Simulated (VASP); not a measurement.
Input of a VASP 6.6.1 run:

The input INCAR:

```
PREC = Accurate
ENCUT = 750
EDIFF = 1E-6
ISMEAR = 0
SIGMA = 0.1
LREAL = F
LASPH = T
NELM = 120
ALGO = Normal
ISIF = 2
LWAVE = F
LCHARG = F
NBANDS = 15
GGA_COMPAT = F
```

Contents of KPOINTS:

```
Automatic mesh
0
Gamma
  8 8 8
```

The input POSCAR:

```
MgO
1.0
    0.0000000000      2.0816499858      2.0816499858
    2.0816499858      0.0000000000      2.0816499858
    2.0816499858      2.0816499858      0.0000000000
Mg O
1 1
Direct
    0.0000000000      0.0000000000      0.0000000000
    0.5000000000      0.5000000000      0.5000000000
```

Potentials or basis: VASP PAW LDA potentials, release 64 (Mg_sv, O).

Launch:

```bash
$ cat potpaw_LDA.64/Mg_sv/POTCAR potpaw_LDA.64/O/POTCAR > POTCAR
$ mpirun -np 1 vasp_std > vasp.out
```

Predict the pressure.

-0.5 GPa.

Predict the band gap on the k mesh.

5.02 eV.

**The experiment to reproduce.**

“Electronic structure of alkaline earth and post-transition metal oxides”, 2009, arxiv:0908.1581 quotes, for a bulk crystal of MgO: band gap 7.83 eV.

Measured gap of MgO: 7.83 eV (quoted in “Electronic structure of alkaline earth and post-transition metal oxides”, 2009, arxiv:0908.1581). This calculation gives 5.02 eV (-2.81 eV). The value is that of LDA, without temperature or zero-point motion. Semilocal functionals fall short of measured gaps as a rule.
